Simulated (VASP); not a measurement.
# Li3TlF2 (R-3m) in VASP: notebook

Li3TlF2 is run at these levels: PBE; tasks: single point, relaxation of cell and atoms.

Everything below comes from runs of VASP 6.6.1. Logs are shortened: lines on timing, memory, paths and dates and some standing lists are left out, and cuts for length are marked.

**1. The cell of the first run**

The structure is trigonal, space group R-3m (No. 166). The conventional cell has a = 6.692 Å, b = 6.692 Å, c = 8.197 Å, α = 90.00°, β = 90.00°, γ = 120.00°. Li (site symmetry 2/m) has 2 F at 2.05 Å within 2.7 Å. Within 2.7 Å of Tl (site symmetry -3m) lie 2 F at 2.05 Å. Within 2.7 Å of F (site symmetry 3m) lie 3 Li at 2.05 Å and 1 Tl at 2.05 Å.

**2. Single point, PBE**

Input file INCAR:

```
ALGO     = Normal         # electronic algorithm
EDIFF    = 1E-6           # SCF threshold, eV
ENCUT    = 750            # plane-wave cutoff, eV
GGA      = PE             # functional
GGA_COMPAT= F            
ISIF     = 2              # what is computed and relaxed
ISMEAR   = 0              # smearing method
LASPH    = T              # aspherical terms in the spheres
LCHARG   = F              # write CHGCAR
LREAL    = F              # projectors in reciprocal space
LWAVE    = F              # write WAVECAR
NBANDS   = 27             # bands
NELM     = 120            # most SCF steps
PREC     = Accurate       # precision mode
SIGMA    = 0.1            # smearing width, eV
```

Input file KPOINTS:

```
k-points
0
Gamma
  4 4 4
```

Input file POSCAR:

```
Li3TlF2
1.0
    3.3462071100      1.9319335800      2.7321666700
   -3.3462071100      1.9319335800      2.7321666700
    0.0000000000     -3.8638671500      2.7321666700
Li Tl F
3 1 2
Direct
    0.5000000000      0.5000000000      0.0000000000
    0.5000000000      0.0000000000      0.5000000000
    0.0000000000      0.5000000000      0.5000000000
    0.0000000000      0.0000000000      0.0000000000
    0.7500000000      0.7500000000      0.7500000000
    0.2500000000      0.2500000000      0.2500000000
```

Potentials or basis: VASP PAW PBE potentials, release 64 (Li_sv, Tl_d, F).

Command:

```
$ cat potpaw_PBE.64/Li_sv/POTCAR potpaw_PBE.64/Tl_d/POTCAR potpaw_PBE.64/F/POTCAR > POTCAR
$ mpirun -np 1 vasp_std > vasp.out
```

OUTCAR:

```text
EDIFF = 1E-6
   ENCUT = 750
   GGA = PE
   ISIF = 2
   ISMEAR = 0
   LASPH = T
   LREAL = F
   NELM = 120
   PREC = Accurate

 ion  position               nearest neighbor table
   1  0.500  0.500  0.000-   5 2.05   6 2.05   4 3.35   4 3.35   4 3.35   4 3.35
   2  0.500  0.000  0.500-   5 2.05   6 2.05   4 3.35   4 3.35   4 3.35   4 3.35
   3  0.000  0.500  0.500-   5 2.05   6 2.05   4 3.35   4 3.35   4 3.35   4 3.35
   4  0.000  0.000  0.000-   5 2.05   6 2.05   1 3.35   1 3.35   2 3.35   3 3.35   3 3.35   2 3.35
                             3 3.35   2 3.35   3 3.35   2 3.35   1 3.35   1 3.35
   5  0.750  0.750  0.750-   2 2.05   3 2.05   1 2.05   4 2.05
   6  0.250  0.250  0.250-   2 2.05   3 2.05   1 2.05   4 2.05

  LATTYP: Found a simple cubic cell.
 ALAT       =     4.7322514825

  Lattice vectors:

 A1 = (   3.3462071100,   1.9319335800,   2.7321666700)
 A2 = (  -3.3462071100,   1.9319335800,   2.7321666700)
 A3 = (   0.0000000000,  -3.8638671500,   2.7321666700)

Analysis of symmetry for initial positions (statically):
=====================================================================
 Subroutine PRICEL returns:
 Original cell was already a primitive cell.

 Routine SETGRP: Setting up the symmetry group for a
 simple cubic supercell.

 Subroutine GETGRP returns: Found 12 space group operations
 (whereof 12 operations were pure point group operations)
 out of a pool of 48 trial point group operations.

The static configuration has the point symmetry D_3d.

Analysis of symmetry for dynamics (positions and initial velocities):
=====================================================================
 Subroutine PRICEL returns:
 Original cell was already a primitive cell.

 Routine SETGRP: Setting up the symmetry group for a
 simple cubic supercell.

 Subroutine GETGRP returns: Found 12 space group operations
 (whereof 12 operations were pure point group operations)
 out of a pool of 48 trial point group operations.

The dynamic configuration has the point symmetry D_3d.

 Subroutine INISYM returns: Found 12 space group operations
 (whereof 12 operations are pure point group operations),
 and found     1 'primitive' translations

----------------------------------------------------------------------------------------

                                     Primitive cell

  volume of cell :     105.9750

  direct lattice vectors                    reciprocal lattice vectors
     3.346207110  1.931933580  2.732166670     0.149422909  0.086269357  0.122003294
    -3.346207110  1.931933580  2.732166670    -0.149422909  0.086269357  0.122003294
     0.000000000 -3.863867150  2.732166670     0.000000000 -0.172538713  0.122003294

  length of vectors
     4.732251482  4.732251482  4.732251480     0.211315904  0.211315904  0.211315904

  position of ions in fractional coordinates (direct lattice)
     0.500000000  0.500000000  1.000000000
     0.500000000  0.000000000  0.500000000
     0.000000000  0.500000000  0.500000000
     0.000000000  0.000000000  0.000000000
     0.750000000  0.750000000  0.750000000
     0.250000000  0.250000000  0.250000000

  ion indices of the primitive-cell ions
   primitive index   ion index
                 1           1
                 2           2
                 3           3
                 4           4
                 5           5
                 6           6

----------------------------------------------------------------------------------------

 KPOINTS: k-points

Automatic generation of k-mesh.
 Grid dimensions read from file:
 generate k-points for:    4    4    4

 Generating k-lattice:

  Cartesian coordinates                     Fractional coordinates (reciprocal lattice)
     0.037355727  0.021567339  0.030500823     0.250000000  0.000000000 -0.000000000
    -0.037355727  0.021567339  0.030500823     0.000000000  0.250000000 -0.000000000
     0.000000000 -0.043134678  0.030500824    -0.000000000 -0.000000000  0.250000000

  Length of vectors
     0.052828976  0.052828976  0.052828976

  Shift w.r.t. Gamma in fractional coordinates (k-lattice)
     0.000000000  0.000000000  0.000000000

 Subroutine IBZKPT returns following result:
 ===========================================

 Found     13 irreducible k-points:

 Following reciprocal coordinates:
            Coordinates               Weight
  0.000000  0.000000  0.000000      1.000000
  0.250000 -0.000000  0.000000      6.000000
  0.500000 -0.000000  0.000000      3.000000
  0.250000  0.250000  0.000000      6.000000
 -0.250000  0.250000  0.000000      6.000000
  0.500000  0.250000  0.000000     12.000000
  0.500000  0.500000  0.000000      3.000000
  0.250000  0.250000  0.250000      2.000000
 -0.250000  0.250000  0.250000      6.000000
  0.500000  0.250000  0.250000      6.000000
 -0.250000  0.500000  0.250000      6.000000
  0.500000  0.500000  0.250000      6.000000
  0.500000  0.500000  0.500000      1.000000
   k-points           NKPTS =     13   k-points in BZ     NKDIM =     13   number of bands    NBANDS=     27
   number of dos      NEDOS =    301   number of ions     NIONS =      6
   total plane-waves  NPLWV =  74088
   dimension x,y,z NGX =    42 NGY =   42 NGZ =   42
   dimension x,y,z NGXF=    84 NGYF=   84 NGZF=   84
   ions per type =               3   1   2
   NGX,Y,Z   is equivalent  to a cutoff of  14.75, 14.75, 14.75 a.u.
   NGXF,Y,Z  is equivalent  to a cutoff of  29.51, 29.51, 29.51 a.u.
 SYSTEM =  unknown system
   PREC   = accura    normal or accurate (medium, high low for compatibility)
   ISTART =      0    job   : 0-new  1-cont  2-samecut
   ICHARG =      2    charge: 1-file 2-atom 10-const
   ISPIN  =      1    spin polarized calculation?
   LNONCOLLINEAR =      F non collinear calculations
   LSORBIT =      F    spin-orbit coupling
   LASPH  =      T    aspherical Exc in radial PAW
   ENCUT  =  750.0 eV  55.12 Ry    7.42 a.u.  10.57 10.57 10.57*2*pi/ulx,y,z
   NELM   =    120;   NELMIN=  2; NELMDL= -5     # of ELM steps
   EDIFF  = 0.1E-05   stopping-criterion for ELM
   LREAL  =      F    real-space projection
[... 7 lines left out ...]
   TEBEG  =    0.0;   TEEND  =   0.0 temperature during run
   PSTRESS=    0.0 pullay stress
   NELECT =      36.0000    total number of electrons
   NUPDOWN=      -1.0000    fix difference up-down
   EMIN   =  10.00;   EMAX   =-10.00  energy-range for DOS
   EFERMI =   0.00;   METHOD = LEGACY
   ISMEAR =     0;   SIGMA  =   0.10  broadening in eV -4-tet -1-fermi 0-gaus
   EFERMI_NEDOS =   21; number of points for ismear=-14 and -15
   IALGO  =     38    algorithm
   IMIX   =      4    mixing-type and parameters
     AMIX     =   0.40;   BMIX     =  1.00
     AMIX_MAG =   1.60;   BMIX_MAG =  1.00
  volume/ion in A,a.u.               =      17.66       119.19
  Fermi-wavevector in a.u.,A,eV,Ry     =   1.142285  2.158606 17.753090  1.304815
  Thomas-Fermi vector in A             =   2.278983
   LORBIT       =      0    0 simple, 1 ext, 2 COOP (PROOUT), +10 PAW based schemes
   GGA     = PE    functional components
   LHFCALC =     F    Hartree Fock is set to
   AEXX    =    0.0000 exact exchange contribution
   IVDW    =     0    specifies the selected vdW correction
   LEPSILON=     F    determine dielectric tensor
   LRPA    =     F    only Hartree local field effects (RPA)
 non-spin polarized calculation
 Gauss-broadening in eV      SIGMA  =   0.10
  energy-cutoff  :      750.00
  volume of cell :      105.98
 maximum number of plane-waves:      4972
   NGX = 21   NGY = 21   NGZ = 21

 number of electron      35.9999966 magnetization

 Free energy of the ion-electron system (eV)
  ---------------------------------------------------
  ext. energy  EPLUGINS =         0.00000000
  ---------------------------------------------------
  free energy    TOTEN  =       -18.28980643 eV

  energy without entropy =      -18.27024310  energy(sigma->0) =      -18.28002476

 E-fermi :   3.0179     XC(G=0):  -8.2034

 val. band max:        3.0039738508   @ k =   0.5000   0.5000   0.5000
 cond. band min:       3.0464201541   @ k =   0.0000   0.0000   0.0000
 fundamental gap:      0.0424463033
 Fermi energy:         3.0179149152

 k-point     1 :       0.0000    0.0000    0.0000
  band No.  band energies     occupation
      1     -44.1637      2.00000
      2     -44.1560      2.00000
      3     -44.1560      2.00000
      4     -22.0439      2.00000
      5     -21.8930      2.00000
      6      -8.8680      2.00000
[... 19 lines left out ...]
     26       9.3536      0.00000
     27      11.2023      0.00000

 k-point     2 :       0.2500   -0.0000    0.0000
  band No.  band energies     occupation
      1     -44.1627      2.00000
      2     -44.1570      2.00000
      3     -44.1560      2.00000
      4     -22.0495      2.00000
      5     -21.8857      2.00000
      6      -8.8575      2.00000
[... 19 lines left out ...]
     26      10.5875      0.00000
     27      10.9583      0.00000

 k-point     3 :       0.5000   -0.0000    0.0000
  band No.  band energies     occupation
      1     -44.1611      2.00000
      2     -44.1586      2.00000
      3     -44.1560      2.00000
      4     -22.0546      2.00000
      5     -21.8789      2.00000
      6      -8.8471      2.00000
[... 19 lines left out ...]
     26       9.7266      0.00000
     27      12.2191      0.00000

 k-point     4 :       0.2500    0.2500    0.0000
  band No.  band energies     occupation
      1     -44.1620      2.00000
      2     -44.1570      2.00000
      3     -44.1567      2.00000
      4     -22.0548      2.00000
      5     -21.8788      2.00000
      6      -8.8465      2.00000
[... 19 lines left out ...]
     26      10.4918      0.00000
     27      11.2985      0.00000
[... 186 lines left out ...]
      4     -22.0392      2.00000
      5     -21.8918      2.00000
      6      -8.8296      2.00000
[... 19 lines left out ...]
     26      10.7015      0.00000
     27      11.4029      0.00000

 k-point    12 :       0.5000    0.5000    0.2500
  band No.  band energies     occupation
      1     -44.1595      2.00000
      2     -44.1582      2.00000
      3     -44.1579      2.00000
      4     -22.0392      2.00000
      5     -21.8903      2.00000
      6      -8.8277      2.00000
[... 19 lines left out ...]
     26      11.2073      0.00000
     27      12.2605      0.00000

 k-point    13 :       0.5000    0.5000    0.5000
  band No.  band energies     occupation
      1     -44.1597      2.00000
      2     -44.1579      2.00000
      3     -44.1579      2.00000
      4     -22.0238      2.00000
      5     -21.9047      2.00000
      6      -8.8115      2.00000
[... 19 lines left out ...]
     26      12.5512      0.00000
     27      12.7525      0.00000

------------------------ aborting loop because EDIFF is reached ----------------------------------------

  FORCE on cell =-STRESS in cart. coord.  units (eV):
  Direction    XX          YY          ZZ          XY          YZ          ZX
  --------------------------------------------------------------------------------------
  -------------------------------------------------------------------------------------
  Total       -1.8399349     -1.8399349     22.4787641      0.0000000      0.0000000      0.0000000
  in kB      -27.8169559    -27.8169560    339.8439664      0.0000000      0.0000004      0.0000000
  external PRESSURE =      94.7366848 kB  Pullay stress =       0.0000000 kB

 VOLUME and BASIS-vectors are now :
 -----------------------------------------------------------------------------
  energy-cutoff  :      750.00
  volume of cell :      105.98
      direct lattice vectors                 reciprocal lattice vectors
     3.346207110  1.931933580  2.732166670     0.149422909  0.086269357  0.122003294
    -3.346207110  1.931933580  2.732166670    -0.149422909  0.086269357  0.122003294
     0.000000000 -3.863867150  2.732166670     0.000000000 -0.172538713  0.122003294

 POSITION                                       TOTAL-FORCE (eV/Angst)
 -----------------------------------------------------------------------------------
      0.00000      1.93193      2.73217        -0.000000     -0.000000      0.000000
      1.67310     -0.96597      2.73217         0.000000     -0.000000      0.000000
     -1.67310     -0.96597      2.73217        -0.000000     -0.000000      0.000000
      0.00000      0.00000      0.00000        -0.000000     -0.000000     -0.000000
      0.00000      0.00000      6.14738         0.000000     -0.000000     -5.927899
      0.00000      0.00000      2.04913         0.000000      0.000000      5.927899
 -----------------------------------------------------------------------------------
    total drift:                                0.000000      0.000000     -0.000000

  FREE ENERGIE OF THE ION-ELECTRON SYSTEM (eV)
  ---------------------------------------------------
  free  energy   TOTEN  =       -18.2898064313 eV

  energy  without entropy=      -18.2702430978  energy(sigma->0) =      -18.28002476
```

It took 32 s on 1 thread of Intel Xeon 6975P-C (Granite Rapids), shared host; peak memory 0.28 GiB.

Results:

```
Free energy            : -18.2898 eV
Pressure               : 9.5 GPa
Largest force          : 5.928 eV/Å
Band gap on the k mesh : zero (bands 18 and 19 overlap by 0.20 eV)
```

Forces in eV/Å, atoms in the order of the input:
```
Li   0.000  0.000  0.000
Li   0.000  0.000  0.000
Li   0.000  0.000  0.000
Tl   0.000  0.000  0.000
F    0.000  0.000 -5.928
F    0.000  0.000  5.928
```

Caveat: the stress differs along the axes, from -3 to 34 GPa; spin-orbit coupling is left out, which moves the levels of the heavy elements; forces of over 1 eV/Å act on the atoms, so gaps and moduli don't describe the material at rest.

(Part 1 of 3 ends here.)

The gap in the log of VASP goes by the Fermi energy; the results here count the filled bands.